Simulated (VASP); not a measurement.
# AlCu3 (Pm-3m) in VASP: single point with PBEsol

Aim: the single point of AlCu3 with PBEsol.

All numbers are computed with VASP 6.6.1; they aren't measurements. Logs are shortened: lines on timing, memory, paths and dates and some standing lists are left out, and cuts for length are marked.

## Step 1: The cell of the first run

Symmetry: Pm-3m, No. 221, cubic system. Conventional cell: a = 3.632 Å, b = 3.632 Å, c = 3.632 Å, α = 90.00°, β = 90.00°, γ = 90.00°. Al (site symmetry m-3m) has 12 Cu at 2.57 Å within 3.4 Å. Cu (site symmetry 4/mmm) has 4 Al at 2.57 Å and 8 Cu at 2.57 Å within 3.4 Å.

## Step 2: Single point, PBEsol

File INCAR:

```
ALGO = Fast
EDIFF = 1E-6
ENCUT = 520
GGA = PS
ISIF = 2
ISMEAR = 0
LASPH = T
LCHARG = F
LREAL = Auto
LWAVE = F
NBANDS = 86
NELM = 60
PREC = Accurate
SIGMA = 0.1
```

File KPOINTS:

```
k-points
0
Gamma
  8 8 8
```

File POSCAR:

```
AlCu3
1.0
   -3.6318703920      3.6318703920      3.6318703920
    3.6318703920     -3.6318703920      3.6318703920
    3.6318703920      3.6318703920     -3.6318703920
Al Cu
4 12
Direct
    0.5000000000      0.0000000000      0.5000000000
    0.0000000000      0.5000000000      0.5000000000
    0.0000000000      0.0000000000      0.0000000000
    0.5000000000      0.5000000000      0.0000000000
    0.7500000000      0.7500000000      0.5000000000
    0.2500000000      0.2500000000      0.5000000000
    0.2500000000      0.7500000000      0.0000000000
    0.7500000000      0.2500000000      0.0000000000
    0.7500000000      0.5000000000      0.7500000000
    0.2500000000      0.0000000000      0.7500000000
    0.2500000000      0.5000000000      0.2500000000
    0.7500000000      0.0000000000      0.2500000000
    0.5000000000      0.2500000000      0.2500000000
    0.0000000000      0.7500000000      0.2500000000
    0.0000000000      0.2500000000      0.7500000000
    0.5000000000      0.7500000000      0.7500000000
```

Potentials or basis: VASP PAW PBE potentials, release 64 (Al, Cu).

Launch:

```sh
cat potpaw_PBE.64/Al/POTCAR potpaw_PBE.64/Cu/POTCAR > POTCAR
mpirun -np 1 vasp_std > vasp.out
```

OUTCAR:

```text
EDIFF = 1E-6
   ENCUT = 520
   GGA = PS
   ISIF = 2
   ISMEAR = 0
   LASPH = T
   LREAL = Auto
   NELM = 60
   PREC = Accurate

 ion  position               nearest neighbor table
   1  0.500  0.000  0.500-   5 2.57   6 2.57   8 2.57   9 2.57  10 2.57  12 2.57  13 2.57  15 2.57
                            16 2.57   7 2.57  11 2.57  14 2.57
   2  0.000  0.500  0.500-   5 2.57   6 2.57   7 2.57   9 2.57  10 2.57  11 2.57  14 2.57  15 2.57
                            16 2.57   8 2.57  12 2.57  13 2.57
   3  0.000  0.000  0.000-   6 2.57   7 2.57   8 2.57  10 2.57  11 2.57  12 2.57  13 2.57  14 2.57
                            15 2.57   5 2.57   9 2.57  16 2.57
   4  0.500  0.500  0.000-   5 2.57   7 2.57   8 2.57   9 2.57  11 2.57  12 2.57  13 2.57  14 2.57
                            16 2.57   6 2.57  10 2.57  15 2.57
   5  0.750  0.750  0.500-   1 2.57   2 2.57   3 2.57   9 2.57  10 2.57  12 2.57  14 2.57  15 2.57
                            16 2.57   4 2.57  13 2.57  11 2.57
   6  0.250  0.250  0.500-   1 2.57   2 2.57   4 2.57   9 2.57  10 2.57  11 2.57  13 2.57  15 2.57
                            16 2.57   3 2.57  14 2.57  12 2.57
   7  0.250  0.750  0.000-   1 2.57   3 2.57   4 2.57  10 2.57  11 2.57  12 2.57  13 2.57  14 2.57
                            16 2.57   2 2.57  15 2.57   9 2.57
   8  0.750  0.250  0.000-   2 2.57   3 2.57   4 2.57   9 2.57  11 2.57  12 2.57  13 2.57  14 2.57
                            15 2.57   1 2.57  16 2.57  10 2.57
   9  0.750  0.500  0.750-   2 2.57   3 2.57   4 2.57   5 2.57   7 2.57   8 2.57  14 2.57  15 2.57
                            16 2.57  13 2.57   1 2.57   6 2.57
  10  0.250  0.000  0.750-   1 2.57   3 2.57   4 2.57   6 2.57   7 2.57   8 2.57  13 2.57  15 2.57
                            16 2.57  14 2.57   2 2.57   5 2.57
  11  0.250  0.500  0.250-   1 2.57   2 2.57   4 2.57   5 2.57   6 2.57   7 2.57  13 2.57  14 2.57
                            16 2.57  15 2.57   3 2.57   8 2.57
  12  0.750  0.000  0.250-   1 2.57   2 2.57   3 2.57   5 2.57   6 2.57   8 2.57  13 2.57  14 2.57
                            15 2.57  16 2.57   4 2.57   7 2.57
  13  0.500  0.250  0.250-   1 2.57   2 2.57   4 2.57   5 2.57   6 2.57   8 2.57   9 2.57  11 2.57
                            12 2.57  10 2.57   7 2.57   3 2.57
  14  0.000  0.750  0.250-   1 2.57   2 2.57   3 2.57   5 2.57   6 2.57   7 2.57  10 2.57  11 2.57
                            12 2.57   9 2.57   8 2.57   4 2.57
  15  0.000  0.250  0.750-   2 2.57   3 2.57   4 2.57   6 2.57   7 2.57   8 2.57   9 2.57  10 2.57
                            11 2.57  12 2.57   5 2.57   1 2.57
  16  0.500  0.750  0.750-   1 2.57   3 2.57   4 2.57   5 2.57   7 2.57   8 2.57   9 2.57  10 2.57
                            12 2.57  11 2.57   6 2.57   2 2.57

  LATTYP: Found a body centered cubic cell.
 ALAT       =     7.2637407840

  Lattice vectors:

 A1 = (  -3.6318703920,   3.6318703920,   3.6318703920)
 A2 = (   3.6318703920,  -3.6318703920,   3.6318703920)
 A3 = (   3.6318703920,   3.6318703920,  -3.6318703920)

Analysis of symmetry for initial positions (statically):
=====================================================================
[... 167 lines left out ...]
     AMIX     =   0.40;   BMIX     =  1.00
     AMIX_MAG =   1.60;   BMIX_MAG =  1.00
  volume/ion in A,a.u.               =      11.98        80.82
  Fermi-wavevector in a.u.,A,eV,Ry     =   1.488374  2.812618 30.140392  2.215256
  Thomas-Fermi vector in A             =   2.601416
   LORBIT       =      0    0 simple, 1 ext, 2 COOP (PROOUT), +10 PAW based schemes
   GGA     = PS    functional components
   LHFCALC =     F    Hartree Fock is set to
   AEXX    =    0.0000 exact exchange contribution
   IVDW    =     0    specifies the selected vdW correction
   LEPSILON=     F    determine dielectric tensor
   LRPA    =     F    only Hartree local field effects (RPA)
 non-spin polarized calculation
 RMM-DIIS sequential band-by-band and
 Gauss-broadening in eV      SIGMA  =   0.10
  energy-cutoff  :      520.00
  volume of cell :      191.62
 maximum number of plane-waves:      5233
   NGX = 23   NGY = 23   NGZ = 23

 number of electron     143.9999826 magnetization

 Free energy of the ion-electron system (eV)
  ---------------------------------------------------
  ext. energy  EPLUGINS =         0.00000000
  ---------------------------------------------------
  free energy    TOTEN  =       -71.11868174 eV

  energy without entropy =      -71.09357180  energy(sigma->0) =      -71.10612677

 E-fermi :   8.6101     XC(G=0): -12.5018

 val. band max:        8.5960224527   @ k =   0.1250   0.1250   0.0000
 cond. band min:       8.6196226526   @ k =  -0.2500   0.3750   0.1250
 fundamental gap:      0.0236001998
 Fermi energy:         8.6100736315

 k-point     1 :       0.0000    0.0000    0.0000
  band No.  band energies     occupation
      1      -2.0968      2.00000
      2       2.2158      2.00000
      3       2.2158      2.00000
      4       2.2158      2.00000
      5       2.6994      2.00000
      6       2.6994      2.00000
[... 2077 lines left out ...]
     83      12.6388      0.00000
     84      13.3729      0.00000

 [... further k-points ...]

 [bands above 84 left out]

------------------------ aborting loop because EDIFF is reached ----------------------------------------

  FORCE on cell =-STRESS in cart. coord.  units (eV):
  Direction    XX          YY          ZZ          XY          YZ          ZX
  --------------------------------------------------------------------------------------
  -------------------------------------------------------------------------------------
  Total        0.5947126      0.5947126      0.5947126      0.0000000      0.0000000     -0.0000000
  in kB        4.9724071      4.9724071      4.9724071      0.0000000      0.0000000     -0.0000000
  external PRESSURE =       4.9724071 kB  Pullay stress =       0.0000000 kB

 VOLUME and BASIS-vectors are now :
 -----------------------------------------------------------------------------
  energy-cutoff  :      520.00
  volume of cell :      191.62
      direct lattice vectors                 reciprocal lattice vectors
    -3.631870392  3.631870392  3.631870392     0.000000000  0.137670111  0.137670111
     3.631870392 -3.631870392  3.631870392     0.137670111  0.000000000  0.137670111
     3.631870392  3.631870392 -3.631870392     0.137670111  0.137670111  0.000000000

 POSITION                                       TOTAL-FORCE (eV/Angst)
 -----------------------------------------------------------------------------------
      0.00000      3.63187      0.00000        -0.000000     -0.000000      0.000000
      3.63187      0.00000      0.00000        -0.000000     -0.000000      0.000000
      0.00000      0.00000      0.00000        -0.000000     -0.000000      0.000000
      0.00000      0.00000      3.63187        -0.000000     -0.000000      0.000000
      1.81594      1.81594      3.63187         0.000000     -0.000000      0.000000
      1.81594      1.81594      0.00000        -0.000000     -0.000000      0.000000
[... 8 lines left out ...]
      3.63187      1.81594     -1.81594        -0.000000     -0.000000     -0.000000
      3.63187      1.81594      1.81594        -0.000000      0.000000     -0.000000
 -----------------------------------------------------------------------------------
    total drift:                               -0.000000      0.000000      0.000000

  FREE ENERGIE OF THE ION-ELECTRON SYSTEM (eV)
  ---------------------------------------------------
  free  energy   TOTEN  =       -71.1186817434 eV

  energy  without entropy=      -71.0935717994  energy(sigma->0) =      -71.10612677
```

stdout:

```text
POSCAR found type information on POSCAR AlCu
 POSCAR found :  2 types and      16 ions
 scaLAPACK will be used
 -----------------------------------------------------------------------------
|                                                                             |
|                                                                             |
|     You enforced a specific xc type in the INCAR file but a different       |
|     I HOPE YOU KNOW WHAT YOU ARE DOING!                                     |
|                                                                             |
 -----------------------------------------------------------------------------

 LDA part: xc-table for (Slater+PW92), standard interpolation
 POSCAR, INCAR and KPOINTS ok, starting setup
 FFT: planning ... GRIDC
 FFT: planning ... GRID_SOFT
 FFT: planning ... GRID
 WAVECAR not read
 entering main loop
```

Wall time 27 min (1 thread of Oxide Virtual Turin-like, shared host); peak memory 0.47 GiB.

Results:

| Property | Result |
| --- | --- |
| Free energy | -71.1187 eV |
| Pressure | 0.5 GPa |
| Band gap on the k mesh | zero (bands 72 and 73 overlap by 3.37 eV) |

Caveat: the PAW data sets were made with another functional, which shifts forces and pressure a little.

The gap in the log of VASP goes by the Fermi energy; the results here count the filled bands.